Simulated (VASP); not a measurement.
# Cr (Im-3m) in VASP: notebook, part 2 of 3

VASP 6.6.1. Earlier steps stand in the parts before.

### Step 3. Electric field gradients, LDA, collinear spin, ferromagnetic start

INCAR

```
ALGO     = Normal         # electronic algorithm
EDIFF    = 1E-8           # SCF threshold, eV
ENCUT    = 400            # plane-wave cutoff, eV
GGA_COMPAT= False        
ISIF     = 2              # what is computed and relaxed
ISMEAR   = -1             # smearing method
ISPIN    = 2              # spin polarisation
LASPH    = True           # aspherical terms in the spheres
LCHARG   = False          # write CHGCAR
LEFG     = True         
LMAXMIX  = 4              # l up to which the mixer works
LORBIT   = 11             # projections on sites
LREAL    = False          # projectors in reciprocal space
LWAVE    = False          # write WAVECAR
MAGMOM   = 3              # initial moments
NBANDS   = 16             # bands
NELM     = 200            # most SCF steps
PREC     = Accurate       # precision mode
SIGMA    = 0.08           # smearing width, eV
```

KPOINTS

```
k-points
0
Gamma
  18 18 18
```

POSCAR

```
Cr
1.0
   -1.4419500000      1.4419500000      1.4419500000
    1.4419500000     -1.4419500000      1.4419500000
    1.4419500000      1.4419500000     -1.4419500000
Cr
1
Direct
    0.0000000000      0.0000000000      0.0000000000
```

Potentials or basis: VASP PAW LDA potentials, release 64 (Cr_pv).

Launch:

```bash
$ cat potpaw_LDA.64/Cr_pv/POTCAR > POTCAR
$ mpirun -np 1 vasp_std > vasp.out
```

OUTCAR:

```text
EDIFF = 1E-8
   ENCUT = 400
   ISIF = 2
   ISMEAR = -1
   ISPIN = 2
   LASPH = True
   LORBIT = 11
   LREAL = False
   NELM = 200
   PREC = Accurate

 ion  position               nearest neighbor table
   1  0.000  0.000  0.000-

  LATTYP: Found a body centered cubic cell.
 ALAT       =     2.8839000000

  Lattice vectors:

 A1 = (  -1.4419500000,   1.4419500000,   1.4419500000)
 A2 = (   1.4419500000,  -1.4419500000,   1.4419500000)
 A3 = (   1.4419500000,   1.4419500000,  -1.4419500000)

Analysis of symmetry for initial positions (statically):
=====================================================================
 Subroutine PRICEL returns:
 Original cell was already a primitive cell.

 Routine SETGRP: Setting up the symmetry group for a
 body centered cubic supercell.

 Subroutine GETGRP returns: Found 48 space group operations
 (whereof 48 operations were pure point group operations)
 out of a pool of 48 trial point group operations.

The static configuration has the point symmetry O_h .

Analysis of symmetry for dynamics (positions and initial velocities):
=====================================================================
 Subroutine PRICEL returns:
 Original cell was already a primitive cell.

 Routine SETGRP: Setting up the symmetry group for a
 body centered cubic supercell.

 Subroutine GETGRP returns: Found 48 space group operations
 (whereof 48 operations were pure point group operations)
 out of a pool of 48 trial point group operations.

The dynamic configuration has the point symmetry O_h .

Analysis of structural, dynamic, and magnetic symmetry:
=====================================================================
 Subroutine PRICEL returns:
 Original cell was already a primitive cell.

 Routine SETGRP: Setting up the symmetry group for a
 body centered cubic supercell.

 Subroutine GETGRP returns: Found 48 space group operations
 (whereof 48 operations were pure point group operations)
 out of a pool of 48 trial point group operations.

The overall configuration has the point symmetry O_h .

 Subroutine INISYM returns: Found 48 space group operations
 (whereof 48 operations are pure point group operations),
 and found     1 'primitive' translations

----------------------------------------------------------------------------------------

                                     Primitive cell

  volume of cell :      11.9925

  direct lattice vectors                    reciprocal lattice vectors
    -1.441950000  1.441950000  1.441950000     0.000000000  0.346752661  0.346752661
     1.441950000 -1.441950000  1.441950000     0.346752661  0.000000000  0.346752661
     1.441950000  1.441950000 -1.441950000     0.346752661  0.346752661  0.000000000

  length of vectors
     2.497530662  2.497530662  2.497530662     0.490382316  0.490382316  0.490382316

  position of ions in fractional coordinates (direct lattice)
     0.000000000  0.000000000  0.000000000

  ion indices of the primitive-cell ions
   primitive index   ion index
                 1           1
[... 93 lines left out ...]
  volume/ion in A,a.u.               =      11.99        80.93
  Fermi-wavevector in a.u.,A,eV,Ry     =   1.637439  3.094310 36.480015  2.681205
  Thomas-Fermi vector in A             =   2.728578
   LORBIT       =     11    0 simple, 1 ext, 2 COOP (PROOUT), +10 PAW based schemes
   GGA     = CA    functional components
   LHFCALC =     F    Hartree Fock is set to
   AEXX    =    0.0000 exact exchange contribution
   IVDW    =     0    specifies the selected vdW correction
   LEPSILON=     F    determine dielectric tensor
   LRPA    =     F    only Hartree local field effects (RPA)
 spin polarized calculation
  energy-cutoff  :      400.00
  volume of cell :       11.99
 maximum number of plane-waves:       236
   NGX =  9   NGY =  9   NGZ =  9

 number of electron      11.9999976 magnetization       0.0005351

 number of electron      11.9999976 magnetization      -0.0000008

 Free energy of the ion-electron system (eV)
  ---------------------------------------------------
  ext. energy  EPLUGINS =         0.00000000
  ---------------------------------------------------
  free energy    TOTEN  =       -10.54033815 eV

  energy without entropy =      -10.52241179  energy(sigma->0) =      -10.53137497

 E-fermi :  10.2650     XC(G=0): -13.7840

 val. band max:       10.2615172948   @ k =   0.3889   0.0556   0.0000
 cond. band min:      10.2749342957   @ k =  -0.3333   0.3333   0.2222
 fundamental gap:      0.0134170009
 Fermi energy:        10.2649928404

 spin component 1

 k-point     1 :       0.0000    0.0000    0.0000
  band No.  band energies     occupation
      1     -32.1231      1.00000
      2     -32.1231      1.00000
      3     -32.1231      1.00000
      4       2.6031      1.00000
      5       9.3875      0.99998
      6       9.3875      0.99998
[... 435 lines left out ...]
      5       8.0043      1.00000
      6       9.9454      0.98192
[... 8 lines left out ...]
     15      39.9591      0.00000
     16      40.7503      0.00000

 [... further k-points ...]

 spin component 2

 k-point     1 :       0.0000    0.0000    0.0000
  band No.  band energies     occupation
      1     -32.1231      1.00000
      2     -32.1231      1.00000
      3     -32.1231      1.00000
      4       2.6031      1.00000
      5       9.3875      0.99998
      6       9.3875      0.99998
[... 435 lines left out ...]
      5       8.0043      1.00000
      6       9.9454      0.98192
[... 8 lines left out ...]
     15      39.9591      0.00000
     16      40.7503      0.00000

 [... further k-points ...]

------------------------ aborting loop because EDIFF is reached ----------------------------------------

  FORCE on cell =-STRESS in cart. coord.  units (eV):
  Direction    XX          YY          ZZ          XY          YZ          ZX
  --------------------------------------------------------------------------------------
  -------------------------------------------------------------------------------------
  Total       -1.9312507     -1.9312507     -1.9312507      0.0000000      0.0000000      0.0000000
  in kB     -258.0112555   -258.0112555   -258.0112555      0.0000000      0.0000000      0.0000000
  external PRESSURE =    -258.0112555 kB  Pullay stress =       0.0000000 kB

 VOLUME and BASIS-vectors are now :
 -----------------------------------------------------------------------------
  energy-cutoff  :      400.00
  volume of cell :       11.99
      direct lattice vectors                 reciprocal lattice vectors
    -1.441950000  1.441950000  1.441950000     0.000000000  0.346752661  0.346752661
     1.441950000 -1.441950000  1.441950000     0.346752661  0.000000000  0.346752661
     1.441950000  1.441950000 -1.441950000     0.346752661  0.346752661  0.000000000

 POSITION                                       TOTAL-FORCE (eV/Angst)
 -----------------------------------------------------------------------------------
      0.00000      0.00000      0.00000        -0.000000     -0.000000      0.000000
 -----------------------------------------------------------------------------------
    total drift:                                0.000000     -0.000000     -0.000000

  FREE ENERGIE OF THE ION-ELECTRON SYSTEM (eV)
  ---------------------------------------------------
  free  energy   TOTEN  =       -10.5403381467 eV

  energy  without entropy=      -10.5224117868  energy(sigma->0) =      -10.53137497

 Electric field gradients (V/A^2)
---------------------------------------------------------------------
 ion       V_xx      V_yy      V_zz      V_xy      V_xz      V_yz
---------------------------------------------------------------------
   1       0.000    -0.000     0.000     0.001     0.001     0.001
---------------------------------------------------------------------

 Electric field gradients after diagonalization (V/A^2)
 (convention: |V_zz| > |V_xx| > |V_yy|)
----------------------------------------------------------------------
 ion       V_xx      V_yy      V_zz     asymmetry (V_yy - V_xx)/ V_zz
----------------------------------------------------------------------
   1      -0.001    -0.001     0.002       0.000
----------------------------------------------------------------------

           NMR quadrupolar parameters

 Cq : quadrupolar parameter    Cq=e*Q*V_zz/h
 eta: asymmetry parameters     (V_yy - V_xx)/ V_zz
 Q  : nuclear electric quadrupole moment in mb (millibarn)
----------------------------------------------------------------------
 ion       Cq(MHz)       eta       Q (mb)
----------------------------------------------------------------------
   1       0.000       0.000       1.000
----------------------------------------------------------------------

 total charge

# of ion       s       p       d       tot
------------------------------------------
    1        0.415   6.377   4.192  10.984

 magnetization (x)

# of ion       s       p       d       tot
------------------------------------------
    1        0.000  -0.000   0.000  -0.000
```

It took 26 s on 1 thread of Intel Xeon 6455B, shared host; peak memory 0.14 GiB.

Results:

```
Free energy                                           : -10.5403 eV
Pressure                                              : -25.8 GPa
Band gap on the k mesh                                : zero (filled and empty bands overlap)
Net moment                                            : 0.00 μB per cell
Valence electrons inside the program's atomic spheres : Cr 10.98
```

Levels at points of the mesh, in eV from the Fermi level:
Spin up:
| k point | band 2 | band 3 | band 4 | band 5 | band 6 | band 7 | band 8 | band 9 | band 10 | band 11 |
| --- | --- | --- | --- | --- | --- | --- | --- | --- | --- | --- |
| (0.00, 0.00, 0.00) | -42.39 | -42.39 | -7.66 | -0.88 | -0.88 | -0.88 | 1.02 | 1.02 | 5.33 | 22.05 |
| (0.50, 0.00, 0.00) | -42.65 | -42.39 | -4.26 | -2.34 | 1.04 | 1.11 | 1.34 | 2.71 | 5.33 | 9.49 |
| (0.50, 0.50, 0.50) | -42.97 | -42.97 | -4.13 | -4.13 | 2.34 | 2.34 | 2.34 | 5.33 | 10.27 | 10.27 |
Spin down:
```tsv
k point	band 4	band 5	band 6	band 7	band 8	band 9
(0.00, 0.00, 0.00)	-7.66	-0.88	-0.88	-0.88	1.02	1.02
(0.50, 0.00, 0.00)	-4.26	-2.34	1.04	1.11	1.34	2.71
(0.50, 0.50, 0.50)	-4.13	-4.13	2.34	2.34	2.34	5.33
```

Caveat: the starting moments collapsed, and a magnetic state may lie lower; without QUAD_EFG the Cq values of the log hold for a quadrupole moment of 1 mb, not for the nuclei.

### Step 4. Electric field gradients, LDA, collinear spin, ferromagnetic start (volume scaled by 1.02)

INCAR

```
SYSTEM = Cr
  PREC = Accurate
  ENCUT = 520
  EDIFF = 1E-8
  ISMEAR = -1
  SIGMA = 0.08
  LREAL = .False.
  LASPH = .True.
  NELM = 150
  ALGO = Normal
  ISIF = 2
  LWAVE = .False.
  LCHARG = .False.
  ISPIN = 2
  MAGMOM = 3
  LORBIT = 11
  LMAXMIX = 4
  LEFG = .True.
  NBANDS = 16
```

KPOINTS

```
regular mesh
0
Gamma
  18 18 18
  0 0 0
```

POSCAR

```
Cr
1.0
   -1.4514996160      1.4514996160      1.4514996160
    1.4514996160     -1.4514996160      1.4514996160
    1.4514996160      1.4514996160     -1.4514996160
Cr
1
Direct
    0.0000000000      0.0000000000      0.0000000000
```

Potentials or basis: VASP PAW LDA potentials, release 64 (Cr_pv).

Launch:

```bash
$ cat potpaw_LDA.64/Cr_pv/POTCAR > POTCAR
$ mpirun -np 1 vasp_std > vasp.out
```

OUTCAR:

```text
SYSTEM = Cr
   PREC = Accurate
   ENCUT = 520
   EDIFF = 1E-8
   ISMEAR = -1
   LREAL = .False.
   LASPH = .True.
   NELM = 150
   ISIF = 2
   ISPIN = 2
   LORBIT = 11

 ion  position               nearest neighbor table
   1  0.000  0.000  0.000-

  LATTYP: Found a body centered cubic cell.
 ALAT       =     2.9029992320

  Lattice vectors:

 A1 = (  -1.4514996160,   1.4514996160,   1.4514996160)
 A2 = (   1.4514996160,  -1.4514996160,   1.4514996160)
 A3 = (   1.4514996160,   1.4514996160,  -1.4514996160)

Analysis of symmetry for initial positions (statically):
=====================================================================
 Subroutine PRICEL returns:
 Original cell was already a primitive cell.

 Routine SETGRP: Setting up the symmetry group for a
 body centered cubic supercell.

 Subroutine GETGRP returns: Found 48 space group operations
 (whereof 48 operations were pure point group operations)
 out of a pool of 48 trial point group operations.

The static configuration has the point symmetry O_h .

Analysis of symmetry for dynamics (positions and initial velocities):
=====================================================================
 Subroutine PRICEL returns:
 Original cell was already a primitive cell.

 Routine SETGRP: Setting up the symmetry group for a
 body centered cubic supercell.

 Subroutine GETGRP returns: Found 48 space group operations
 (whereof 48 operations were pure point group operations)
 out of a pool of 48 trial point group operations.

The dynamic configuration has the point symmetry O_h .

Analysis of structural, dynamic, and magnetic symmetry:
[... 633 lines left out ...]
      5       9.1358      0.99998
      6       9.1358      0.99998
[... 435 lines left out ...]
      5       7.7902      1.00000
      6       9.6636      0.98275
[... 8 lines left out ...]
     15      39.3090      0.00000
     16      40.1170      0.00000

 [... further k-points ...]

------------------------ aborting loop because EDIFF is reached ----------------------------------------

  FORCE on cell =-STRESS in cart. coord.  units (eV):
  Direction    XX          YY          ZZ          XY          YZ          ZX
  --------------------------------------------------------------------------------------
  -------------------------------------------------------------------------------------
  Total       -2.1396737     -2.1396737     -2.1396737      0.0000000     -0.0000000      0.0000000
  in kB     -280.2511198   -280.2511198   -280.2511198      0.0000000     -0.0000000      0.0000000
  external PRESSURE =    -280.2511198 kB  Pullay stress =       0.0000000 kB

 VOLUME and BASIS-vectors are now :
 -----------------------------------------------------------------------------
  energy-cutoff  :      520.00
  volume of cell :       12.23
      direct lattice vectors                 reciprocal lattice vectors
    -1.451499616  1.451499616  1.451499616     0.000000000  0.344471328  0.344471328
     1.451499616 -1.451499616  1.451499616     0.344471328  0.000000000  0.344471328
     1.451499616  1.451499616 -1.451499616     0.344471328  0.344471328  0.000000000

 POSITION                                       TOTAL-FORCE (eV/Angst)
 -----------------------------------------------------------------------------------
      0.00000      0.00000      0.00000        -0.000000     -0.000000      0.000000
 -----------------------------------------------------------------------------------
    total drift:                                0.000000     -0.000000      0.000000

  FREE ENERGIE OF THE ION-ELECTRON SYSTEM (eV)
  ---------------------------------------------------
  free  energy   TOTEN  =       -10.5003121505 eV

  energy  without entropy=      -10.4820371835  energy(sigma->0) =      -10.49117467

 Electric field gradients (V/A^2)
---------------------------------------------------------------------
 ion       V_xx      V_yy      V_zz      V_xy      V_xz      V_yz
---------------------------------------------------------------------
   1      -0.000    -0.000    -0.000    -0.002    -0.002    -0.002
---------------------------------------------------------------------

 Electric field gradients after diagonalization (V/A^2)
 (convention: |V_zz| > |V_xx| > |V_yy|)
----------------------------------------------------------------------
 ion       V_xx      V_yy      V_zz     asymmetry (V_yy - V_xx)/ V_zz
----------------------------------------------------------------------
   1       0.002     0.002    -0.004       0.000
----------------------------------------------------------------------

           NMR quadrupolar parameters

 Cq : quadrupolar parameter    Cq=e*Q*V_zz/h
 eta: asymmetry parameters     (V_yy - V_xx)/ V_zz
 Q  : nuclear electric quadrupole moment in mb (millibarn)
----------------------------------------------------------------------
 ion       Cq(MHz)       eta       Q (mb)
----------------------------------------------------------------------
   1      -0.000       0.000       1.000
----------------------------------------------------------------------

 total charge

# of ion       s       p       d       tot
------------------------------------------
    1        0.409   6.364   4.172  10.945

 magnetization (x)

# of ion       s       p       d       tot
------------------------------------------
    1        0.000  -0.000   0.000   0.000
```

stdout:

```text
POSCAR found type information on POSCAR Cr
 POSCAR found :  1 types and       1 ions
 scaLAPACK will be used
 LDA part: xc-table for (Slater(with rela. corr.)+CA(PZ))
 , standard interpolation
 POSCAR, INCAR and KPOINTS ok, starting setup
 FFT: planning ... GRIDC
 FFT: planning ... GRID_SOFT
 FFT: planning ... GRID
 WAVECAR not read
 entering main loop
ion   1
```

It took 61 s on 1 thread of AMD EPYC 7R43 (Zen 3), shared host; peak memory 0.14 GiB.

Results:

| Property | Result |
| --- | --- |
| Free energy | -10.5003 eV |
| Pressure | -28.0 GPa |
| Band gap on the k mesh | zero (filled and empty bands overlap) |
| Net moment | 0.00 μB per cell |
| Valence electrons inside the program's atomic spheres | Cr 10.95 |

Caveat: the starting moments collapsed, and a magnetic state may lie lower; without QUAD_EFG the Cq values of the log hold for a quadrupole moment of 1 mb, not for the nuclei.

[end of part 2 of 3]
